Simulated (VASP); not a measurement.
# Si6Ru (P-3m1) in VASP: further runs

Si6Ru is run at these levels: PBE; tasks: single point, relaxation of cell and atoms.

All numbers are computed with VASP 6.6.1; they aren't measurements. Logs are shortened: lines on timing, memory, paths and dates and some standing lists are left out, and cuts for length are marked.

## (1) The cell of the first run

Symmetry: P-3m1, No. 164, trigonal system. The conventional cell has a = 3.948 Å, b = 3.948 Å, c = 10.096 Å, α = 90.00°, β = 90.00°, γ = 120.00°. Within 3.2 Å of Si (site symmetry 3m) lie 3 Ru at 2.39 Å and 4 Si at 2.41 to 2.68 Å. Si (site symmetry 3m) has 4 Si at 2.40 to 2.41 Å within 3.2 Å. Within 3.1 Å of Si (site symmetry 3m) lie 4 Si at 2.38 to 2.40 Å. Within 3.2 Å of Ru (site symmetry -3m) lie 6 Si at 2.39 Å.

## (2) Single point, PBE

INCAR

```
PREC = Accurate
ENCUT = 520
EDIFF = 1E-6
ISMEAR = 0
SIGMA = 0.2
LREAL = False
LASPH = True
NELM = 80
ALGO = Normal
ISIF = 2
LWAVE = False
LCHARG = False
GGA = PE
NBANDS = 28
```

KPOINTS

```
Automatic mesh
0
Gamma
  5 5 2
```

POSCAR

```
Si6Ru
1.0
    3.9476860112      0.0000000000      0.0000000000
   -1.9738430056      3.4187963719      0.0000000000
    0.0000000000      0.0000000000     10.0956802249
Si Ru
6 1
Direct
    0.3333333333      0.6666666667      0.0697545124
    0.6666666667      0.3333333333      0.9302454876
    0.3333333333      0.6666666667      0.3081086844
    0.0000000000      0.0000000000      0.3822723110
    0.6666666667      0.3333333333      0.6918913156
    0.0000000000      0.0000000000      0.6177276890
    0.0000000000      0.0000000000      0.0000000000
```

Potentials or basis: VASP PAW PBE potentials, release 64 (Si, Ru_pv).

Launch:

```bash
> cat potpaw_PBE.64/Si/POTCAR potpaw_PBE.64/Ru_pv/POTCAR > POTCAR
> mpirun -np 1 vasp_std > vasp.out
```

OUTCAR:

```text
PREC = Accurate
   ENCUT = 520
   EDIFF = 1E-6
   ISMEAR = 0
   LREAL = False
   LASPH = True
   NELM = 80
   ISIF = 2
   GGA = PE

 ion  position               nearest neighbor table
   1  0.333  0.667  0.070-   7 2.39   7 2.39   7 2.39   3 2.41   2 2.68   2 2.68   2 2.68
   2  0.667  0.333  0.930-   7 2.39   7 2.39   7 2.39   5 2.41   1 2.68   1 2.68   1 2.68
   3  0.333  0.667  0.308-   4 2.40   4 2.40   4 2.40   1 2.41
   4  0.000  0.000  0.382-   6 2.38   3 2.40   3 2.40   3 2.40
   5  0.667  0.333  0.692-   6 2.40   6 2.40   6 2.40   2 2.41
   6  0.000  0.000  0.618-   4 2.38   5 2.40   5 2.40   5 2.40
   7  0.000  0.000  0.000-   1 2.39   2 2.39   2 2.39   1 2.39   2 2.39   1 2.39

  LATTYP: Found a hexagonal cell.
 ALAT       =     3.9476860112
 C/A-ratio  =     2.5573665677

  Lattice vectors:

 A1 = (   3.9476860112,   0.0000000000,   0.0000000000)
 A2 = (  -1.9738430056,   3.4187963719,   0.0000000000)
 A3 = (   0.0000000000,   0.0000000000,  10.0956802249)

Analysis of symmetry for initial positions (statically):
=====================================================================
 Subroutine PRICEL returns:
 Original cell was already a primitive cell.

 Routine SETGRP: Setting up the symmetry group for a
 hexagonal supercell.

 Subroutine GETGRP returns: Found 12 space group operations
 (whereof 12 operations were pure point group operations)
 out of a pool of 24 trial point group operations.

The static configuration has the point symmetry D_3d.

Analysis of symmetry for dynamics (positions and initial velocities):
=====================================================================
 Subroutine PRICEL returns:
 Original cell was already a primitive cell.

 Routine SETGRP: Setting up the symmetry group for a
 hexagonal supercell.

 Subroutine GETGRP returns: Found 12 space group operations
 (whereof 12 operations were pure point group operations)
 out of a pool of 24 trial point group operations.

The dynamic configuration has the point symmetry D_3d.

 Subroutine INISYM returns: Found 12 space group operations
 (whereof 12 operations are pure point group operations),
 and found     1 'primitive' translations

----------------------------------------------------------------------------------------

                                     Primitive cell

  volume of cell :     136.2547

  direct lattice vectors                    reciprocal lattice vectors
     3.947686011  0.000000000  0.000000000     0.253312953  0.146250301  0.000000000
    -1.973843006  3.418796372  0.000000000     0.000000000  0.292500603  0.000000000
     0.000000000  0.000000000 10.095680225     0.000000000  0.000000000  0.099052266

  length of vectors
     3.947686011  3.947686011 10.095680225     0.292500603  0.292500603  0.099052266

  position of ions in fractional coordinates (direct lattice)
     0.333333333  0.666666667  0.069754512
     0.666666667  0.333333333  0.930245488
     0.333333333  0.666666667  0.308108684
     0.000000000  0.000000000  0.382272311
     0.666666667  0.333333333  0.691891316
     0.000000000  0.000000000  0.617727689
     0.000000000  0.000000000  0.000000000

  ion indices of the primitive-cell ions
   primitive index   ion index
                 1           1
                 2           2
                 3           3
                 4           4
                 5           5
                 6           6
                 7           7

----------------------------------------------------------------------------------------

 KPOINTS: Automatic mesh

Automatic generation of k-mesh.
 Grid dimensions read from file:
 generate k-points for:    5    5    2

 Generating k-lattice:

  Cartesian coordinates                     Fractional coordinates (reciprocal lattice)
     0.050662591  0.029250060  0.000000000     0.200000000  0.000000000  0.000000000
     0.000000000  0.058500121  0.000000000     0.000000000  0.200000000  0.000000000
     0.000000000  0.000000000  0.049526133     0.000000000  0.000000000  0.500000000

  Length of vectors
     0.058500121  0.058500121  0.049526133

  Shift w.r.t. Gamma in fractional coordinates (k-lattice)
     0.000000000  0.000000000  0.000000000

 Subroutine IBZKPT returns following result:
 ===========================================

 Found     10 irreducible k-points:

 Following reciprocal coordinates:
            Coordinates               Weight
  0.000000  0.000000  0.000000      1.000000
  0.200000  0.000000  0.000000      6.000000
  0.400000  0.000000  0.000000      6.000000
  0.200000  0.200000  0.000000      6.000000
  0.400000  0.200000  0.000000      6.000000
  0.000000  0.000000  0.500000      1.000000
  0.200000  0.000000  0.500000      6.000000
  0.400000  0.000000  0.500000      6.000000
  0.200000  0.200000  0.500000      6.000000
  0.400000  0.200000  0.500000      6.000000
   k-points           NKPTS =     10   k-points in BZ     NKDIM =     10   number of bands    NBANDS=     28
   number of dos      NEDOS =    301   number of ions     NIONS =      7
   total plane-waves  NPLWV =  72000
   dimension x,y,z NGX =    30 NGY =   30 NGZ =   80
   dimension x,y,z NGXF=    60 NGYF=   60 NGZF=  160
   ions per type =               6   1
   NGX,Y,Z   is equivalent  to a cutoff of  12.63, 12.63, 13.17 a.u.
   NGXF,Y,Z  is equivalent  to a cutoff of  25.27, 25.27, 26.35 a.u.
 SYSTEM =  unknown system
   PREC   = accura    normal or accurate (medium, high low for compatibility)
   ISTART =      0    job   : 0-new  1-cont  2-samecut
   ICHARG =      2    charge: 1-file 2-atom 10-const
   ISPIN  =      1    spin polarized calculation?
   LNONCOLLINEAR =      F non collinear calculations
   LSORBIT =      F    spin-orbit coupling
   LASPH  =      T    aspherical Exc in radial PAW
   ENCUT  =  520.0 eV  38.22 Ry    6.18 a.u.   7.34  7.34 18.77*2*pi/ulx,y,z
   NELM   =     80;   NELMIN=  2; NELMDL= -5     # of ELM steps
   EDIFF  = 0.1E-05   stopping-criterion for ELM
   LREAL  =      F    real-space projection
   EDIFFG = 0.1E-04   stopping-criterion for IOM
   NSW    =      0    number of steps for IOM
   IBRION =     -1    ionic relax: 0-MD 1-quasi-New 2-CG
   NFREE  =      0    steps in history (QN), initial steepest desc. (CG)
   ISIF   =      2    stress and relaxation
   ISYM   =      2    0-nonsym 1-usesym 2-fastsym
   POTIM  = 0.5000    time-step for ionic-motion
   TEBEG  =    0.0;   TEEND  =   0.0 temperature during run
   PSTRESS=    0.0 pullay stress
   NELECT =      38.0000    total number of electrons
   NUPDOWN=      -1.0000    fix difference up-down
   EMIN   =  10.00;   EMAX   =-10.00  energy-range for DOS
   EFERMI =   0.00;   METHOD = LEGACY
   ISMEAR =     0;   SIGMA  =   0.20  broadening in eV -4-tet -1-fermi 0-gaus
   EFERMI_NEDOS =   21; number of points for ismear=-14 and -15
   IALGO  =     38    algorithm
   IMIX   =      4    mixing-type and parameters
     AMIX     =   0.40;   BMIX     =  1.00
     AMIX_MAG =   1.60;   BMIX_MAG =  1.00
  volume/ion in A,a.u.               =      19.46       131.36
  Fermi-wavevector in a.u.,A,eV,Ry     =   1.069594  2.021239 15.565486  1.144031
  Thomas-Fermi vector in A             =   2.205278
   LORBIT       =      0    0 simple, 1 ext, 2 COOP (PROOUT), +10 PAW based schemes
   GGA     = PE    functional components
   LHFCALC =     F    Hartree Fock is set to
   AEXX    =    0.0000 exact exchange contribution
   IVDW    =     0    specifies the selected vdW correction
   LEPSILON=     F    determine dielectric tensor
   LRPA    =     F    only Hartree local field effects (RPA)
 non-spin polarized calculation
 Gauss-broadening in eV      SIGMA  =   0.20
  energy-cutoff  :      520.00
  volume of cell :      136.25
 maximum number of plane-waves:      3727
 NGX is ok and might be reduce to    30
   NGX = 15   NGY = 15   NGZ = 37

 number of electron      38.0000004 magnetization

 Free energy of the ion-electron system (eV)
  ---------------------------------------------------
  ext. energy  EPLUGINS =         0.00000000
  ---------------------------------------------------
  free energy    TOTEN  =       -40.73006535 eV

  energy without entropy =      -40.68495804  energy(sigma->0) =      -40.70751169

 E-fermi :   6.2452     XC(G=0):  -9.7965

 val. band max:        6.1972037699   @ k =   0.2000   0.0000   0.0000
 cond. band min:       6.3406396277   @ k =   0.0000   0.0000   0.5000
 fundamental gap:      0.1434358578
 Fermi energy:         6.2451651039

 k-point     1 :       0.0000    0.0000    0.0000
  band No.  band energies     occupation
      1     -35.6947      2.00000
      2     -35.6947      2.00000
      3     -35.2371      2.00000
      4      -5.4042      2.00000
      5      -4.4040      2.00000
      6      -4.0968      2.00000
[... 20 lines left out ...]
     27       9.5411      0.00000
     28       9.5411      0.00000

 k-point     2 :       0.2000    0.0000    0.0000
  band No.  band energies     occupation
      1     -35.7011      2.00000
      2     -35.6962      2.00000
      3     -35.2365      2.00000
      4      -4.9458      2.00000
      5      -3.9126      2.00000
      6      -3.6969      2.00000
[... 20 lines left out ...]
     27      10.4831      0.00000
     28      10.6161      0.00000

 k-point     3 :       0.4000    0.0000    0.0000
  band No.  band energies     occupation
      1     -35.7115      2.00000
      2     -35.6987      2.00000
      3     -35.2354      2.00000
      4      -3.7273      2.00000
      5      -2.8401      2.00000
      6      -2.6200      2.00000
[... 182 lines left out ...]
      3     -35.2356      2.00000
      4      -3.8775      2.00000
      5      -3.7340      2.00000
      6      -2.1493      2.00000
[... 20 lines left out ...]
     27      10.6543      0.00000
     28      10.7033      0.00000

 k-point    10 :       0.4000    0.2000    0.5000
  band No.  band energies     occupation
      1     -35.7110      2.00000
      2     -35.7032      2.00000
      3     -35.2351      2.00000
      4      -2.8946      2.00000
      5      -2.5853      2.00000
      6      -2.2723      2.00000
[... 20 lines left out ...]
     27      11.1036      0.00000
     28      11.1134      0.00000

------------------------ aborting loop because EDIFF is reached ----------------------------------------

  FORCE on cell =-STRESS in cart. coord.  units (eV):
  Direction    XX          YY          ZZ          XY          YZ          ZX
  --------------------------------------------------------------------------------------
  -------------------------------------------------------------------------------------
  Total       -0.1585200     -0.1585200     -0.3376016     -0.0000000      0.0000000      0.0000000
  in kB       -1.8639882     -1.8639882     -3.9697551     -0.0000000      0.0000000      0.0000000
  external PRESSURE =      -2.5659105 kB  Pullay stress =       0.0000000 kB

 VOLUME and BASIS-vectors are now :
 -----------------------------------------------------------------------------
  energy-cutoff  :      520.00
  volume of cell :      136.25
      direct lattice vectors                 reciprocal lattice vectors
     3.947686011  0.000000000  0.000000000     0.253312953  0.146250301  0.000000000
    -1.973843006  3.418796372  0.000000000     0.000000000  0.292500603  0.000000000
     0.000000000  0.000000000 10.095680225     0.000000000  0.000000000  0.099052266

 POSITION                                       TOTAL-FORCE (eV/Angst)
 -----------------------------------------------------------------------------------
     -0.00000      2.27920      0.70422         0.000000     -0.000000      0.041095
      1.97384      1.13960      9.39146        -0.000000      0.000000     -0.041095
     -0.00000      2.27920      3.11057         0.000000      0.000000      0.041381
      0.00000      0.00000      3.85930         0.000000      0.000000     -0.005529
      1.97384      1.13960      6.98511        -0.000000     -0.000000     -0.041381
      0.00000      0.00000      6.23638         0.000000      0.000000      0.005529
      0.00000      0.00000      0.00000         0.000000      0.000000     -0.000000
 -----------------------------------------------------------------------------------
    total drift:                               -0.000000     -0.000000     -0.000000

  FREE ENERGIE OF THE ION-ELECTRON SYSTEM (eV)
  ---------------------------------------------------
  free  energy   TOTEN  =       -40.7300653473 eV

  energy  without entropy=      -40.6849580426  energy(sigma->0) =      -40.70751169
```

Wall time 64 s (1 thread of Intel Xeon Platinum 8259CL at 2.50GHz (Skylake/Cascade Lake), shared host); peak memory 0.25 GiB.

Results:

* Free energy: -40.7301 eV
* Pressure: -0.3 GPa
* Largest force: 0.041 eV/Å
* Band gap on the k mesh: zero (band 19 reaches 7.30 eV, above the bottom of band 20 at 5.76 eV)

Forces in eV/Å, atoms in the order of the input:
```
Si   0.000  0.000  0.041
Si   0.000  0.000 -0.041
Si   0.000  0.000  0.041
Si   0.000  0.000 -0.006
Si   0.000  0.000 -0.041
Si   0.000  0.000  0.006
Ru   0.000  0.000  0.000
```

Caveat: the k points lie up to 0.37 Å⁻¹ apart.

## (3) Relaxation of cell and atoms, PBE

This run uses another cell than the first one, of 18.32 Å³/atom, 0.941 times its volume.

INCAR

```
PREC = Accurate ; ENCUT = 600
EDIFF = 1E-7 ; ISMEAR = 0
SIGMA = 0.2 ; LREAL = False
LASPH = True ; NELM = 80
ALGO = Normal ; ISIF = 3
LWAVE = False ; LCHARG = False
GGA = PE ; IBRION = 2
NSW = 36 ; EDIFFG = -0.08
```

KPOINTS

```
regular mesh
0
Gamma
  5 5 2
```

POSCAR

```
Si6Ru
1.0
    3.8200000000      0.0000000000      0.0000000000
   -1.9100000000      3.3082170400      0.0000000000
    0.0000000000      0.0000000000     10.1500000000
Si Ru
6 1
Direct
    0.3333333300      0.6666666700      0.0767000000
    0.6666666700      0.3333333300      0.9233000000
    0.3333333300      0.6666666700      0.3080000000
    0.0000000000      0.0000000000      0.3845000000
    0.6666666700      0.3333333300      0.6920000000
    0.0000000000      0.0000000000      0.6155000000
    0.0000000000      0.0000000000      0.0000000000
```

Potentials or basis: VASP PAW PBE potentials, release 64 (Si, Ru_pv).

Launch:

```bash
> cat potpaw_PBE.64/Si/POTCAR potpaw_PBE.64/Ru_pv/POTCAR > POTCAR
> mpirun -np 1 vasp_std > vasp.out
```

Wall time 5.3 min (1 thread of Intel Xeon Platinum 8259CL at 2.50GHz (Skylake/Cascade Lake), shared host); peak memory 0.3 GiB.

The run converged. Its results:

| Quantity | Value |
| --- | --- |
| Free energy | -40.7292 eV |
| Relaxed volume | 19.40 Å³/atom |
| Relaxed cell | a = 3.946 Å, b = 3.946 Å, c = 10.071 Å, α = 90.00°, β = 90.00°, γ = 120.00° |
| Space group after relaxing (to 0.05 Å) | P-3m1 (No. 164) |
| Energy gained by relaxing | 34.7 meV/atom |
| Ionic steps | 8 |
| Pressure after relaxing | -0.1 GPa |
| Largest force after relaxing | 0.052 eV/Å |
| Band gap on the k mesh | zero (band 19 reaches 7.29 eV, above the bottom of band 20 at 5.83 eV) |

Forces on the atoms (eV/Å):
```
Si   0.000  0.000 -0.043
Si   0.000  0.000  0.043
Si   0.000  0.000 -0.052
Si   0.000  0.000 -0.044
Si   0.000  0.000  0.052
Si   0.000  0.000  0.044
Ru   0.000  0.000  0.000
```

Stress tensor (GPa, compression positive):
```
-0.14  0.00  0.00
 0.00 -0.14  0.00
 0.00  0.00  0.13
```

The path:
```
step  energy change (eV)  largest force (eV/Å)  pressure (GPa)  volume (Å³)
   1              0.0000                0.2217            7.17       128.27
   2             -0.0561                0.7446           -5.39       144.06
   3             -0.1964                0.5528           -0.36       136.48
   4             -0.2253                0.2715           -0.43       136.61
   5             -0.2336                0.1741           -0.49       136.72
   6             -0.2408                0.1261            0.21       135.52
   7             -0.2409                0.1169            0.18       135.59
   8             -0.2427                0.0516           -0.05       135.83
```

Final structure:
```
Si Ru
1.0
     3.94649    0.00000    0.00000
    -1.97325    3.41776    0.00000
     0.00000    0.00000   10.07061
Si Ru
6 1
Direct
  0.33333 0.66667 0.07085
  0.66667 0.33333 0.92915
  0.33333 0.66667 0.30982
  0.00000 0.00000 0.38274
  0.66667 0.33333 0.69019
  0.00000 0.00000 0.61726
  0.00000 0.00000 0.00000
```

Levels at points of the mesh, in eV from the Fermi level:
```tsv
k point	band 15	band 16	band 17	band 18	band 19	band 20	band 21	band 22	band 23
(0.00, 0.00, 0.00)	-1.27	-0.51	-0.51	0.61	0.83	1.37	1.56	2.04	2.04
(0.00, 0.00, 0.50)	-1.02	-0.70	-0.70	0.10	1.01	1.99	2.01	2.54	2.54
```

Caveat: the k points lie up to 0.37 Å⁻¹ apart in the final cell; the relaxation stopped at a loose force limit of 0.08 eV/Å, so its end isn't a converged minimum.
